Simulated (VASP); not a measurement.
# SiC3 (P1) in VASP: single point with PBEsol

Aim: the single point of SiC3 with PBEsol.

Program: VASP 6.6.1. These are calculated values, not measurements. Logs are shortened: lines on timing, memory, paths and dates and some standing lists are left out, and cuts for length are marked.

## (1) The cell of the first run

The typed cell holds 32 atoms: a = 5.589 Å, b = 5.589 Å, c = 8.174 Å, α = 90.00°, β = 90.00°, γ = 90.00°.

## (2) Single point, PBEsol

The input, INCAR:

```
SYSTEM = SiC3
ALGO = Normal
EDIFF = 1E-7
ENCUT = 520
GGA = PS
ISIF = 2
ISMEAR = -1
LASPH = .TRUE.
LCHARG = .FALSE.
LREAL = Auto
LWAVE = .FALSE.
NBANDS = 86
NELM = 100
PREC = Accurate
SIGMA = 0.086
```

The input, KPOINTS:

```
k-points
0
G
  2 2 2
  0 0 0
```

The input, POSCAR:

```
SiC3
1.0
    5.5888730000      0.0000000000      0.0000000000
    0.0000000000      5.5888730000      0.0000000000
    0.0000000000      0.0000000000      8.1743410000
C Si
24 8
Direct
    0.2662898227     -0.0024105039      0.4141038403
    0.2547728317      0.2401843806      0.0071477322
   -0.0023856330      0.2518870978      0.1136239606
    0.2401369650      0.0051165951      0.8961034290
    0.2422509869      0.2493186014      0.5103267652
   -0.0184840486      0.2308336582      0.6112925800
    0.2128434480      0.5045308777      0.3997070834
    0.2432674709      0.7379990563     -0.0078372067
    0.0049290796      0.7420732230      0.1051938009
    0.2633496950      0.4915737037      0.8811718278
    0.2601231053      0.7434395092      0.5154612464
    0.0000862428      0.7478013904      0.6158399803
    0.7533008891     -0.0116257786      0.3850431490
    0.7540233961      0.2574152249      0.0038149864
    0.4965926046      0.2733982325      0.1075993771
    0.7386743266     -0.0244532306      0.9020557131
    0.7469171334      0.2494712261      0.5025967231
    0.5130875223      0.2417594746      0.6040261839
    0.7354554308      0.5142965317      0.3874143494
    0.7311166312      0.7392624595      0.0103286614
    0.4849650368      0.7627523474      0.1069877070
    0.7670800535      0.4848888139      0.8994744653
    0.7505769052      0.7516171865      0.4977222017
    0.5204042031      0.7366080782      0.6175235410
    0.0198261796     -0.0026373832      0.2449634778
   -0.0179855581     -0.0019873416      0.7592224254
   -0.0210172963      0.5157363569      0.2584308631
   -0.0022519746      0.4914566855      0.7451943833
    0.5179945939      0.0034031906      0.2459474103
    0.4897828238      0.0023582572      0.7548011516
    0.4608481889      0.5151451822      0.2594962701
    0.5231432169      0.4908243576      0.7462396051
```

Potentials or basis: VASP PAW PBE potentials, release 64 (C, Si).

On the command line:

```
> cat potpaw_PBE.64/C/POTCAR potpaw_PBE.64/Si/POTCAR > POTCAR
> mpirun -np 1 vasp_std > vasp.out
```

OUTCAR:

```text
SYSTEM = SiC3
   EDIFF = 1E-7
   ENCUT = 520
   GGA = PS
   ISIF = 2
   ISMEAR = -1
   LASPH = .TRUE.
   LREAL = Auto
   NELM = 100
   PREC = Accurate

 ion  position               nearest neighbor table
   1  0.266  0.998  0.414-   5 1.62  11 1.64  25 1.95  29 1.97
   2  0.255  0.240  0.007-  15 1.59   4 1.60   3 1.68  10 1.74
   3  0.998  0.252  0.114-  14 1.63   2 1.68  25 1.79  27 1.89
   4  0.240  0.005  0.896-   2 1.60   8 1.69  30 1.81  26 1.83
   5  0.242  0.249  0.510-   1 1.62   6 1.68   7 1.70  18 1.70
   6  0.982  0.231  0.611-  17 1.59   5 1.68  26 1.78  28 1.82
[... 16 lines left out ...]
  23  0.751  0.752  0.498-  19 1.61  13 1.61  24 1.62  12 1.70
  24  0.520  0.737  0.618-  23 1.62  11 1.68  32 1.73  30 1.87
  25  0.020  0.997  0.245-   3 1.79   9 1.83  13 1.88   1 1.95  27 2.70  29 2.78  29 2.80  27 2.91

  26  0.982  0.998  0.759-   6 1.78  16 1.80   4 1.83  12 1.83  30 2.75  28 2.76  28 2.83  30 2.84

  27  0.979  0.516  0.258-  19 1.72   7 1.75   9 1.79   3 1.89  31 2.69  25 2.70  31 2.90  25 2.91

  28  0.998  0.491  0.745-  12 1.78  22 1.80   6 1.82  10 1.85  32 2.65  26 2.76  26 2.83  32 2.94

  29  0.518  0.003  0.246-  13 1.74  21 1.77  15 1.89   1 1.97  31 2.75  25 2.78  25 2.80  31 2.88

  30  0.490  0.002  0.755-   4 1.81  18 1.82  16 1.85  24 1.87  32 2.74  26 2.75  26 2.84  32 2.87

  31  0.461  0.515  0.259-   7 1.80  15 1.85  19 1.86  21 1.87  27 2.69  29 2.75  29 2.88  27 2.90

  32  0.523  0.491  0.746-  24 1.73  18 1.81  10 1.82  22 1.85  28 2.65  30 2.74  30 2.87  28 2.94

  LATTYP: Found a simple tetragonal cell.
 ALAT       =     5.5888730000
 C/A-ratio  =     1.4626099036

  Lattice vectors:

 A1 = (   5.5888730000,   0.0000000000,   0.0000000000)
 A2 = (   0.0000000000,   5.5888730000,   0.0000000000)
 A3 = (   0.0000000000,   0.0000000000,   8.1743410000)

Analysis of symmetry for initial positions (statically):
=====================================================================
 Subroutine PRICEL returns:
 Original cell was already a primitive cell.

 Routine SETGRP: Setting up the symmetry group for a
 simple tetragonal supercell.

 Subroutine GETGRP returns: Found  1 space group operations
 (whereof  1 operations were pure point group operations)
 out of a pool of 16 trial point group operations.

The static configuration has the point symmetry C_1 .

Analysis of symmetry for dynamics (positions and initial velocities):
=====================================================================
 Subroutine PRICEL returns:
 Original cell was already a primitive cell.

 Routine SETGRP: Setting up the symmetry group for a
 simple tetragonal supercell.

 Subroutine GETGRP returns: Found  1 space group operations
 (whereof  1 operations were pure point group operations)
 out of a pool of 16 trial point group operations.

The dynamic configuration has the point symmetry C_1 .

 Subroutine INISYM returns: Found  1 space group operations
 (whereof  1 operations are pure point group operations),
 and found     1 'primitive' translations

----------------------------------------------------------------------------------------

                                     Primitive cell

  volume of cell :     255.3296

  direct lattice vectors                    reciprocal lattice vectors
     5.588873000  0.000000000  0.000000000     0.178926950  0.000000000  0.000000000
     0.000000000  5.588873000  0.000000000     0.000000000  0.178926950  0.000000000
     0.000000000  0.000000000  8.174341000     0.000000000  0.000000000  0.122334021

  length of vectors
     5.588873000  5.588873000  8.174341000     0.178926950  0.178926950  0.122334021

  position of ions in fractional coordinates (direct lattice)
     0.266289823  0.997589496  0.414103840
     0.254772832  0.240184381  0.007147732
     0.997614367  0.251887098  0.113623961
     0.240136965  0.005116595  0.896103429
     0.242250987  0.249318601  0.510326765
     0.981515951  0.230833658  0.611292580
[... 24 lines left out ...]
     0.460848189  0.515145182  0.259496270
     0.523143217  0.490824358  0.746239605

  ion indices of the primitive-cell ions
   primitive index   ion index
                 1           1
                 2           2
                 3           3
                 4           4
                 5           5
                 6           6
[... 24 lines left out ...]
                31          31
                32          32

----------------------------------------------------------------------------------------

 KPOINTS: k-points

Automatic generation of k-mesh.
 Grid dimensions read from file:
 generate k-points for:    2    2    2

 Generating k-lattice:

  Cartesian coordinates                     Fractional coordinates (reciprocal lattice)
     0.089463475  0.000000000  0.000000000     0.500000000  0.000000000  0.000000000
     0.000000000  0.089463475  0.000000000     0.000000000  0.500000000  0.000000000
     0.000000000  0.000000000  0.061167010     0.000000000  0.000000000  0.500000000

  Length of vectors
     0.089463475  0.089463475  0.061167010

  Shift w.r.t. Gamma in fractional coordinates (k-lattice)
     0.000000000  0.000000000  0.000000000

 Subroutine IBZKPT returns following result:
 ===========================================

 Found      8 irreducible k-points:

 Following reciprocal coordinates:
            Coordinates               Weight
  0.000000  0.000000  0.000000      1.000000
  0.500000  0.000000  0.000000      1.000000
  0.000000  0.500000  0.000000      1.000000
  0.500000  0.500000  0.000000      1.000000
  0.000000  0.000000  0.500000      1.000000
  0.500000  0.000000  0.500000      1.000000
  0.000000  0.500000  0.500000      1.000000
  0.500000  0.500000  0.500000      1.000000
   k-points           NKPTS =      8   k-points in BZ     NKDIM =      8   number of bands    NBANDS=     86
   number of dos      NEDOS =    301   number of ions     NIONS =     32
   total plane-waves  NPLWV = 112896
   dimension x,y,z NGX =    42 NGY =   42 NGZ =   64
   dimension x,y,z NGXF=    84 NGYF=   84 NGZF=  128
   ions per type =              24   8
   NGX,Y,Z   is equivalent  to a cutoff of  12.49, 12.49, 13.02 a.u.
   NGXF,Y,Z  is equivalent  to a cutoff of  24.99, 24.99, 26.03 a.u.
 SYSTEM =  SiC3
   PREC   = accura    normal or accurate (medium, high low for compatibility)
   ISTART =      0    job   : 0-new  1-cont  2-samecut
   ICHARG =      2    charge: 1-file 2-atom 10-const
   ISPIN  =      1    spin polarized calculation?
   LNONCOLLINEAR =      F non collinear calculations
   LSORBIT =      F    spin-orbit coupling
   LASPH  =      T    aspherical Exc in radial PAW
   ENCUT  =  520.0 eV  38.22 Ry    6.18 a.u.  10.39 10.39 15.20*2*pi/ulx,y,z
   NELM   =    100;   NELMIN=  2; NELMDL= -5     # of ELM steps
   EDIFF  = 0.1E-06   stopping-criterion for ELM
   LREAL  =      T    real-space projection
   EDIFFG = 0.1E-05   stopping-criterion for IOM
   NSW    =      0    number of steps for IOM
   IBRION =     -1    ionic relax: 0-MD 1-quasi-New 2-CG
   NFREE  =      0    steps in history (QN), initial steepest desc. (CG)
   ISIF   =      2    stress and relaxation
   ISYM   =      2    0-nonsym 1-usesym 2-fastsym
   POTIM  = 0.5000    time-step for ionic-motion
   TEBEG  =    0.0;   TEEND  =   0.0 temperature during run
   PSTRESS=    0.0 pullay stress
   NELECT =     128.0000    total number of electrons
   NUPDOWN=      -1.0000    fix difference up-down
   EMIN   =  10.00;   EMAX   =-10.00  energy-range for DOS
   EFERMI =   0.00;   METHOD = LEGACY
   ISMEAR =    -1;   SIGMA  =   0.09  broadening in eV -4-tet -1-fermi 0-gaus
   EFERMI_NEDOS =   21; number of points for ismear=-14 and -15
   IALGO  =     38    algorithm
   IMIX   =      4    mixing-type and parameters
     AMIX     =   0.40;   BMIX     =  1.00
     AMIX_MAG =   1.60;   BMIX_MAG =  1.00
  volume/ion in A,a.u.               =       7.98        53.85
  Fermi-wavevector in a.u.,A,eV,Ry     =   1.300502  2.457593 23.011613  1.691306
  Thomas-Fermi vector in A             =   2.431697
   LORBIT       =      0    0 simple, 1 ext, 2 COOP (PROOUT), +10 PAW based schemes
   GGA     = PS    functional components
   LHFCALC =     F    Hartree Fock is set to
   AEXX    =    0.0000 exact exchange contribution
   IVDW    =     0    specifies the selected vdW correction
   LEPSILON=     F    determine dielectric tensor
   LRPA    =     F    only Hartree local field effects (RPA)
 non-spin polarized calculation
  energy-cutoff  :      520.00
  volume of cell :      255.33
 maximum number of plane-waves:      6902
 NGX is ok and might be reduce to    42
   NGX = 21   NGY = 21   NGZ = 31

 number of electron     128.0000000 magnetization

 Free energy of the ion-electron system (eV)
  ---------------------------------------------------
  ext. energy  EPLUGINS =         0.00000000
  ---------------------------------------------------
  free energy    TOTEN  =      -259.92139382 eV

  energy without entropy =     -259.92059877  energy(sigma->0) =     -259.92099630

 E-fermi :  10.1782     XC(G=0): -12.2792

 val. band max:        9.6297526779   @ k =   0.0000   0.0000   0.0000
 cond. band min:      10.7037290618   @ k =   0.0000   0.0000   0.0000
 fundamental gap:      1.0739763838
 Fermi energy:        10.1781749090

 k-point     1 :       0.0000    0.0000    0.0000
  band No.  band energies     occupation
      1      -9.3576      2.00000
      2      -8.2755      2.00000
      3      -6.6154      2.00000
      4      -6.2907      2.00000
      5      -6.2522      2.00000
      6      -5.8636      2.00000
[... 68 lines left out ...]
     75      13.8157      0.00000
     76      14.1051      0.00000

 k-point     2 :       0.5000    0.0000    0.0000
  band No.  band energies     occupation
      1      -8.4986      2.00000
      2      -8.3401      2.00000
      3      -7.4910      2.00000
      4      -7.3348      2.00000
      5      -5.8998      2.00000
      6      -5.5480      2.00000
[... 466 lines left out ...]
 k-point     8 :       0.5000    0.5000    0.5000
  band No.  band energies     occupation
      1      -7.3791      2.00000
      2      -7.3351      2.00000
      3      -7.2309      2.00000
      4      -7.1866      2.00000
      5      -7.1143      2.00000
      6      -7.0391      2.00000
[... 68 lines left out ...]
     75      14.7523      0.00000
     76      14.8285      0.00000
 [bands above 76 left out]

------------------------ aborting loop because EDIFF is reached ----------------------------------------

  FORCE on cell =-STRESS in cart. coord.  units (eV):
  Direction    XX          YY          ZZ          XY          YZ          ZX
  --------------------------------------------------------------------------------------
  -------------------------------------------------------------------------------------
  Total        1.9473467      3.7677224      1.8582296      0.9563657     -3.5196137     -0.8898608
  in kB       12.2194773     23.6422195     11.6602732      6.0011345    -22.0853530     -5.5838204
  external PRESSURE =      15.8406567 kB  Pullay stress =       0.0000000 kB

 VOLUME and BASIS-vectors are now :
 -----------------------------------------------------------------------------
  energy-cutoff  :      520.00
  volume of cell :      255.33
      direct lattice vectors                 reciprocal lattice vectors
     5.588873000  0.000000000  0.000000000     0.178926950  0.000000000  0.000000000
     0.000000000  5.588873000  0.000000000     0.000000000  0.178926950  0.000000000
     0.000000000  0.000000000  8.174341000     0.000000000  0.000000000  0.122334021

 POSITION                                       TOTAL-FORCE (eV/Angst)
 -----------------------------------------------------------------------------------
      1.48826      5.57540      3.38503        -0.756615      0.063861     -3.017393
      1.42389      1.34236      0.05843        -0.663601      1.656029     -1.312120
      5.57554      1.40776      0.92880         0.507906      0.799346     -0.422547
      1.34209      0.02860      7.32505        -0.047841     -0.636287      0.152539
      1.35391      1.39341      4.17159         0.180837     -1.083571     -0.942010
      5.48557      1.29010      4.99691         0.500029      2.288901     -1.038242
[... 24 lines left out ...]
      2.57562      2.87908      2.12121         2.174486     -0.547112     -1.043229
      2.92378      2.74315      6.10002        -0.651228     -1.091504      2.077880
 -----------------------------------------------------------------------------------
    total drift:                               -0.000685      0.033048      0.014125

  FREE ENERGIE OF THE ION-ELECTRON SYSTEM (eV)
  ---------------------------------------------------
  free  energy   TOTEN  =      -259.9213938221 eV

  energy  without entropy=     -259.9205987730  energy(sigma->0) =     -259.92099630
```

Wall time 4.1 min (1 thread of Intel Xeon 6975P-C, shared host); peak memory 0.37 GiB.

Results:

| Property | Result |
| --- | --- |
| Free energy | -259.9214 eV |
| Pressure | 1.6 GPa |
| Largest force | 4.280 eV/Å |
| Band gap on the k mesh | 1.07 eV |

Forces in eV/Å, atoms in the order of the input:
```
C   -0.757  0.064 -3.017
C   -0.664  1.656 -1.312
C    0.508  0.799 -0.423
C   -0.048 -0.636  0.153
C    0.181 -1.084 -0.942
C    0.500  2.289 -1.038
C    3.283 -0.482  2.704
C    0.408  1.041  0.392
C   -0.522  0.805 -0.479
C   -0.865  0.005  1.392
C   -1.220  0.878 -0.675
C    0.272  0.043 -1.326
C    2.236  0.493  1.803
C   -0.405 -1.276  0.890
C    0.263 -1.995  0.804
C   -0.444  1.664  0.089
C    0.108 -0.904 -1.782
C   -1.377  0.651  0.458
C   -2.292 -0.658  2.591
C    1.858  0.243 -1.375
C   -0.305 -2.144 -0.683
C   -1.649  1.039  0.182
C    0.296  0.052  0.546
C   -1.324  2.436 -2.217
Si  -0.169 -0.323  2.368
Si   0.663 -1.309  0.356
Si   0.683 -2.120 -2.639
Si   1.281 -0.147  1.321
Si  -3.067  1.900  0.862
Si   1.043 -1.341 -0.039
Si   2.174 -0.547 -1.043
Si  -0.651 -1.092  2.078
```

Stress tensor (GPa, compression positive):
```
 1.22  0.60 -0.56
 0.60  2.36 -2.21
-0.56 -2.21  1.17
```

Caveat: the k points lie up to 0.56 Å⁻¹ apart; the PAW data sets were made with another functional, which shifts forces and pressure a little. A k mesh can miss the band edges.
